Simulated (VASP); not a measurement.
# Ti3Te3Mo2 (Pmmm) in VASP: single point with PBE

Aim: the single point of Ti3Te3Mo2 with PBE.

Everything below comes from runs of VASP 6.6.1. Logs are shortened: lines on timing, memory, paths and dates and some standing lists are left out, and cuts for length are marked.

## (1) The cell of the first run

Symmetry: Pmmm, No. 47, orthorhombic system. The conventional cell has a = 4.612 Å, b = 4.692 Å, c = 6.795 Å, α = 90.00°, β = 90.00°, γ = 90.00°. Within 3.7 Å of Ti (site symmetry mm2) lie 6 Te at 2.82 to 2.91 Å and 4 Ti at 2.94 to 3.56 Å and 4 Mo at 3.29 Å. Within 3.7 Å of Ti (site symmetry mmm) lie 4 Mo at 2.83 Å and 4 Ti at 2.94 Å and 6 Te at 3.29 to 3.40 Å. Te (site symmetry mmm) has 6 Ti at 2.85 to 3.40 Å and 4 Mo at 2.90 Å and 4 Te at 3.29 Å within 3.8 Å. Within 3.8 Å of Te (site symmetry mmm) lie 4 Mo at 2.87 Å and 8 Ti at 2.91 to 3.29 Å and 2 Te at 3.40 Å. Within 3.7 Å of Te (site symmetry mmm) lie 4 Ti at 2.82 Å and 4 Mo at 2.93 Å and 6 Te at 3.29 to 3.40 Å. Mo (site symmetry mm2) has 6 Ti at 2.83 to 3.29 Å and 6 Te at 2.87 to 2.93 Å and 2 Mo at 3.29 to 3.50 Å within 3.7 Å.

The cell was generated, and may not be a known phase.

## (2) Single point, PBE

Contents of INCAR:

```
ALGO = Fast ; EDIFF = 1E-6
ENCUT = 520 ; GGA = PE
ISIF = 2 ; ISMEAR = 0
LASPH = T ; LCHARG = T
LELF = T ; LREAL = F
LVHAR = T ; LWAVE = F
NBANDS = 51 ; NELM = 60
PREC = Accurate ; SIGMA = 0.2
```

Contents of KPOINTS:

```
k-points
0
Gamma
  4 4 2
```

Contents of POSCAR:

```
Ti3Te3Mo2
1.0
    4.6923156819      0.0000000000      0.0000000000
    0.0000000000      4.6120168908      0.0000000000
    0.0000000000      0.0000000000      6.7950990508
Ti Te Mo
3 3 2
Direct
    0.5000000000      0.5000000000      0.7381064160
    0.5000000000      0.5000000000      0.2618935840
    0.0000000000      0.5000000000      0.0000000000
    0.0000000000      0.5000000000      0.5000000000
    0.5000000000      0.0000000000      0.0000000000
    0.5000000000      0.0000000000      0.5000000000
    0.0000000000      0.0000000000      0.7576253403
    0.0000000000      0.0000000000      0.2423746597
```

Potentials or basis: VASP PAW PBE potentials, release 64 (Ti_sv, Te, Mo_sv).

Command:

```sh
cat potpaw_PBE.64/Ti_sv/POTCAR potpaw_PBE.64/Te/POTCAR potpaw_PBE.64/Mo_sv/POTCAR > POTCAR
mpirun -np 1 vasp_std > vasp.out
```

OUTCAR:

```text
EDIFF = 1E-6
   ENCUT = 520
   GGA = PE
   ISIF = 2
   ISMEAR = 0
   LASPH = T
   LREAL = F
   NELM = 60
   PREC = Accurate

 ion  position               nearest neighbor table
   1  0.500  0.500  0.738-   6 2.82   6 2.82   4 2.85   4 2.85   5 2.91   5 2.91
   2  0.500  0.500  0.262-   6 2.82   6 2.82   4 2.85   4 2.85   5 2.91   5 2.91
   3  0.000  0.500  0.000-   7 2.83   8 2.83   7 2.83   8 2.83   5 3.29   5 3.29   5 3.29   5 3.29

   4  0.000  0.500  0.500-   1 2.85   2 2.85   1 2.85   2 2.85   7 2.90   8 2.90   7 2.90   8 2.90
                             6 3.29   6 3.29   6 3.29   6 3.29
   5  0.500  0.000  0.000-   7 2.87   8 2.87   7 2.87   8 2.87   1 2.91   2 2.91   1 2.91   2 2.91
                             3 3.29   3 3.29   3 3.29   3 3.29   6 3.40   6 3.40
   6  0.500  0.000  0.500-   1 2.82   2 2.82   1 2.82   2 2.82   7 2.93   8 2.93   7 2.93   8 2.93
                             4 3.29   4 3.29   4 3.29   4 3.29   5 3.40   5 3.40
   7  0.000  0.000  0.758-   3 2.83   3 2.83   5 2.87   5 2.87   4 2.90   4 2.90   6 2.93   6 2.93
                             8 3.29
   8  0.000  0.000  0.242-   3 2.83   3 2.83   5 2.87   5 2.87   4 2.90   4 2.90   6 2.93   6 2.93
                             7 3.29

  LATTYP: Found a simple orthorhombic cell.
 ALAT       =     4.6120168908
 B/A-ratio  =     1.0174107756
 C/A-ratio  =     1.4733465232

  Lattice vectors:

 A1 = (   0.0000000000,  -4.6120168908,   0.0000000000)
 A2 = (   4.6923156819,   0.0000000000,   0.0000000000)
 A3 = (   0.0000000000,   0.0000000000,   6.7950990508)

Analysis of symmetry for initial positions (statically):
=====================================================================
 Subroutine PRICEL returns:
 Original cell was already a primitive cell.

 Routine SETGRP: Setting up the symmetry group for a
 simple orthorhombic supercell.

 Subroutine GETGRP returns: Found  8 space group operations
 (whereof  8 operations were pure point group operations)
 out of a pool of  8 trial point group operations.

The static configuration has the point symmetry D_2h.

Analysis of symmetry for dynamics (positions and initial velocities):
=====================================================================
 Subroutine PRICEL returns:
 Original cell was already a primitive cell.

 Routine SETGRP: Setting up the symmetry group for a
 simple orthorhombic supercell.

 Subroutine GETGRP returns: Found  8 space group operations
 (whereof  8 operations were pure point group operations)
 out of a pool of  8 trial point group operations.

The dynamic configuration has the point symmetry D_2h.

 Subroutine INISYM returns: Found  8 space group operations
 (whereof  8 operations are pure point group operations),
 and found     1 'primitive' translations

----------------------------------------------------------------------------------------

                                     Primitive cell

  volume of cell :     147.0530

  direct lattice vectors                    reciprocal lattice vectors
     4.692315682  0.000000000  0.000000000     0.213114391  0.000000000  0.000000000
     0.000000000  4.612016891  0.000000000     0.000000000  0.216824878  0.000000000
     0.000000000  0.000000000  6.795099051     0.000000000  0.000000000  0.147164889

  length of vectors
     4.692315682  4.612016891  6.795099051     0.213114391  0.216824878  0.147164889

  position of ions in fractional coordinates (direct lattice)
     0.500000000  0.500000000  0.738106416
     0.500000000  0.500000000  0.261893584
     0.000000000  0.500000000  0.000000000
     0.000000000  0.500000000  0.500000000
     0.500000000  0.000000000  0.000000000
     0.500000000  0.000000000  0.500000000
     0.000000000  0.000000000  0.757625340
     0.000000000  0.000000000  0.242374660

  ion indices of the primitive-cell ions
   primitive index   ion index
                 1           1
                 2           2
                 3           3
                 4           4
                 5           5
                 6           6
                 7           7
                 8           8

----------------------------------------------------------------------------------------

 KPOINTS: k-points

Automatic generation of k-mesh.
 Grid dimensions read from file:
 generate k-points for:    4    4    2

 Generating k-lattice:

  Cartesian coordinates                     Fractional coordinates (reciprocal lattice)
     0.053278598  0.000000000  0.000000000     0.250000000  0.000000000  0.000000000
     0.000000000  0.054206220  0.000000000     0.000000000  0.250000000  0.000000000
     0.000000000  0.000000000  0.073582445     0.000000000  0.000000000  0.500000000

  Length of vectors
     0.053278598  0.054206220  0.073582445

  Shift w.r.t. Gamma in fractional coordinates (k-lattice)
     0.000000000  0.000000000  0.000000000

 Subroutine IBZKPT returns following result:
 ===========================================

 Found     18 irreducible k-points:

 Following reciprocal coordinates:
            Coordinates               Weight
  0.000000  0.000000  0.000000      1.000000
  0.250000  0.000000  0.000000      2.000000
  0.500000  0.000000  0.000000      1.000000
  0.000000  0.250000  0.000000      2.000000
  0.250000  0.250000  0.000000      4.000000
  0.500000  0.250000  0.000000      2.000000
[... 10 lines left out ...]
  0.250000  0.500000  0.500000      2.000000
  0.500000  0.500000  0.500000      1.000000
   k-points           NKPTS =     18   k-points in BZ     NKDIM =     18   number of bands    NBANDS=     51
   number of dos      NEDOS =    301   number of ions     NIONS =      8
   total plane-waves  NPLWV =  69984
   dimension x,y,z NGX =    36 NGY =   36 NGZ =   54
   dimension x,y,z NGXF=    72 NGYF=   72 NGZF=  108
   ions per type =               3   3   2
   NGX,Y,Z   is equivalent  to a cutoff of  12.75, 12.98, 13.21 a.u.
   NGXF,Y,Z  is equivalent  to a cutoff of  25.51, 25.95, 26.42 a.u.
 SYSTEM =  unknown system
   PREC   = accura    normal or accurate (medium, high low for compatibility)
   ISTART =      0    job   : 0-new  1-cont  2-samecut
   ICHARG =      2    charge: 1-file 2-atom 10-const
   ISPIN  =      1    spin polarized calculation?
   LNONCOLLINEAR =      F non collinear calculations
   LSORBIT =      F    spin-orbit coupling
   LASPH  =      T    aspherical Exc in radial PAW
   ENCUT  =  520.0 eV  38.22 Ry    6.18 a.u.   8.72  8.58 12.63*2*pi/ulx,y,z
   NELM   =     60;   NELMIN=  2; NELMDL= -5     # of ELM steps
   EDIFF  = 0.1E-05   stopping-criterion for ELM
   LREAL  =      F    real-space projection
   EDIFFG = 0.1E-04   stopping-criterion for IOM
   NSW    =      0    number of steps for IOM
   IBRION =     -1    ionic relax: 0-MD 1-quasi-New 2-CG
   NFREE  =      0    steps in history (QN), initial steepest desc. (CG)
   ISIF   =      2    stress and relaxation
   ISYM   =      2    0-nonsym 1-usesym 2-fastsym
   POTIM  = 0.5000    time-step for ionic-motion
   TEBEG  =    0.0;   TEEND  =   0.0 temperature during run
   PSTRESS=    0.0 pullay stress
   NELECT =      82.0000    total number of electrons
   NUPDOWN=      -1.0000    fix difference up-down
   EMIN   =  10.00;   EMAX   =-10.00  energy-range for DOS
   EFERMI =   0.00;   METHOD = LEGACY
   ISMEAR =     0;   SIGMA  =   0.20  broadening in eV -4-tet -1-fermi 0-gaus
   EFERMI_NEDOS =   21; number of points for ismear=-14 and -15
   IALGO  =     68    algorithm
   IMIX   =      4    mixing-type and parameters
     AMIX     =   0.40;   BMIX     =  1.00
     AMIX_MAG =   1.60;   BMIX_MAG =  1.00
  volume/ion in A,a.u.               =      18.38       124.05
  Fermi-wavevector in a.u.,A,eV,Ry     =   1.347477  2.546363 24.704034  1.815695
  Thomas-Fermi vector in A             =   2.475225
   LORBIT       =      0    0 simple, 1 ext, 2 COOP (PROOUT), +10 PAW based schemes
   GGA     = PE    functional components
   LHFCALC =     F    Hartree Fock is set to
   AEXX    =    0.0000 exact exchange contribution
   IVDW    =     0    specifies the selected vdW correction
   LEPSILON=     F    determine dielectric tensor
   LRPA    =     F    only Hartree local field effects (RPA)
 non-spin polarized calculation
 RMM-DIIS sequential band-by-band and
 Gauss-broadening in eV      SIGMA  =   0.20
  energy-cutoff  :      520.00
  volume of cell :      147.05
 maximum number of plane-waves:      3989
 NGX is ok and might be reduce to    36
   NGX = 17   NGY = 17   NGZ = 25

 number of electron      82.0000000 magnetization

 Free energy of the ion-electron system (eV)
  ---------------------------------------------------
  ext. energy  EPLUGINS =         0.00000000
  ---------------------------------------------------
  free energy    TOTEN  =       -54.67098993 eV

  energy without entropy =      -54.47422996  energy(sigma->0) =      -54.57260994

 E-fermi :  11.1456     XC(G=0): -11.8689

 val. band max:       11.1392642484   @ k =   0.0000   0.5000   0.0000
 cond. band min:      11.1666911547   @ k =   0.5000   0.2500   0.0000
 fundamental gap:      0.0274269063
 Fermi energy:        11.1455585060

 k-point     1 :       0.0000    0.0000    0.0000
  band No.  band energies     occupation
      1     -49.4175      2.00000
      2     -49.4088      2.00000
      3     -45.8463      2.00000
      4     -45.8352      2.00000
      5     -45.6725      2.00000
      6     -23.6651      2.00000
[... 43 lines left out ...]
     50      12.8989      0.00000
     51      12.9569      0.00000

 k-point     2 :       0.2500    0.0000    0.0000
  band No.  band energies     occupation
      1     -49.4174      2.00000
      2     -49.4087      2.00000
      3     -45.8445      2.00000
      4     -45.8352      2.00000
      5     -45.6743      2.00000
      6     -23.6665      2.00000
[... 43 lines left out ...]
     50      13.0705      0.00000
     51      13.3221      0.00000

 k-point     3 :       0.5000    0.0000    0.0000
  band No.  band energies     occupation
      1     -49.4174      2.00000
      2     -49.4086      2.00000
      3     -45.8428      2.00000
      4     -45.8351      2.00000
      5     -45.6761      2.00000
      6     -23.6679      2.00000
[... 43 lines left out ...]
     50      13.2511      0.00000
     51      13.2672      0.00000
[... 703 lines left out ...]
 k-point    17 :       0.2500    0.5000    0.5000
  band No.  band energies     occupation
      1     -49.4143      2.00000
      2     -49.4112      2.00000
      3     -45.8411      2.00000
      4     -45.8385      2.00000
      5     -45.6748      2.00000
      6     -23.6596      2.00000
[... 43 lines left out ...]
     50      13.1396      0.00000
     51      13.3359      0.00000

 k-point    18 :       0.5000    0.5000    0.5000
  band No.  band energies     occupation
      1     -49.4143      2.00000
      2     -49.4111      2.00000
      3     -45.8410      2.00000
      4     -45.8366      2.00000
      5     -45.6767      2.00000
      6     -23.6646      2.00000
[... 43 lines left out ...]
     50      13.2691      0.00000
     51      13.5269      0.00000

------------------------ aborting loop because EDIFF is reached ----------------------------------------

  FORCE on cell =-STRESS in cart. coord.  units (eV):
  Direction    XX          YY          ZZ          XY          YZ          ZX
  --------------------------------------------------------------------------------------
  -------------------------------------------------------------------------------------
  Total        0.1458687     -0.2223095     -0.1309304     -0.0000000      0.0000000      0.0000000
  in kB        1.5892740     -2.4221151     -1.4265174     -0.0000000      0.0000000      0.0000000
  external PRESSURE =      -0.7531195 kB  Pullay stress =       0.0000000 kB

 VOLUME and BASIS-vectors are now :
 -----------------------------------------------------------------------------
  energy-cutoff  :      520.00
  volume of cell :      147.05
      direct lattice vectors                 reciprocal lattice vectors
     4.692315682  0.000000000  0.000000000     0.213114391  0.000000000  0.000000000
     0.000000000  4.612016891  0.000000000     0.000000000  0.216824878  0.000000000
     0.000000000  0.000000000  6.795099051     0.000000000  0.000000000  0.147164889

 POSITION                                       TOTAL-FORCE (eV/Angst)
 -----------------------------------------------------------------------------------
      2.34616      2.30601      5.01551         0.000000     -0.000000     -0.025807
      2.34616      2.30601      1.77959         0.000000      0.000000      0.025807
      0.00000      2.30601      0.00000         0.000000     -0.000000      0.000000
      0.00000      2.30601      3.39755         0.000000     -0.000000      0.000000
      2.34616      0.00000      0.00000         0.000000     -0.000000      0.000000
      2.34616      0.00000      3.39755         0.000000     -0.000000      0.000000
      0.00000      0.00000      5.14814         0.000000     -0.000000      0.038894
      0.00000      0.00000      1.64696         0.000000      0.000000     -0.038894
 -----------------------------------------------------------------------------------
    total drift:                                0.000000      0.000000     -0.000000

  FREE ENERGIE OF THE ION-ELECTRON SYSTEM (eV)
  ---------------------------------------------------
  free  energy   TOTEN  =       -54.6709899278 eV

  energy  without entropy=      -54.4742299574  energy(sigma->0) =      -54.57260994
```

Run time: 3.6 min. Hardware: 1 thread of Intel Xeon 6975P-C (Granite Rapids), shared host; peak memory 0.32 GiB.

What came out:

```
Free energy            : -54.6710 eV
Pressure               : -0.1 GPa
Largest force          : 0.039 eV/Å
Band gap on the k mesh : zero (bands 41 and 42 overlap by 0.71 eV)
```

Forces in eV/Å, atoms in the order of the input:
```
Ti   0.000  0.000 -0.026
Ti   0.000  0.000  0.026
Ti   0.000  0.000  0.000
Te   0.000  0.000  0.000
Te   0.000  0.000  0.000
Te   0.000  0.000  0.000
Mo   0.000  0.000  0.039
Mo   0.000  0.000 -0.039
```

Caveat: the k points lie up to 0.46 Å⁻¹ apart, too coarse for converged energies and pressures of a metal; spin-orbit coupling is left out, which moves the levels of the heavy elements.

The gap in the log of VASP goes by the Fermi energy; the results here count the filled bands.